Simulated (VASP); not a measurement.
Pd: single point with LDA

Crystal: Pd.

```
CELL_PARAMETERS angstrom
0.00000 1.91952 1.91952
1.91952 0.00000 1.91952
1.91952 1.91952 0.00000
ATOMIC_POSITIONS crystal
Pd 0.00000 0.00000 0.00000
```

```json
{"Program": "VASP 6.6.1", "Task": "single point", "Functional": "LDA", "Potentials or basis": "VASP PAW LDA potentials, release 64 (Pd)", "Cutoff": "520 eV", "k mesh": "18 × 18 × 18", "Occupations": "gaussian, width 0.1 eV", "Spin": "no spin polarisation", "Dipole correction": "no", "Further INCAR settings": "ALGO = Normal; EDIFF = 1e-06; NBANDS = 11"}
```

| Item | Value |
| --- | --- |
| Pressure | 0.3 GPa |
| Band gap on the k mesh | zero (band 5 reaches 10.65 eV, above the bottom of band 6 at 8.95 eV) |

Levels at points of the mesh, in eV from the Fermi level:
| k point | band 1 | band 2 | band 3 | band 4 | band 5 | band 6 | band 7 | band 8 | band 9 | band 10 |
| --- | --- | --- | --- | --- | --- | --- | --- | --- | --- | --- |
| (0.00, 0.00, 0.00) | -7.57 | -3.07 | -3.07 | -3.07 | -1.31 | -1.31 | 17.13 | 22.09 | 22.09 | 22.09 |
| (0.50, 0.00, 0.00) | -5.70 | -3.12 | -3.12 | -0.02 | -0.02 | 0.84 | 7.59 | 16.52 | 21.32 | 21.32 |
| (0.50, 0.50, 0.00) | -5.80 | -5.51 | -0.04 | 0.32 | 0.32 | 3.24 | 11.16 | 13.29 | 13.29 | 22.13 |

Wall time 13 s on 1 thread of Intel Xeon 6975P-C (shared host), peak memory 0.14 GiB.
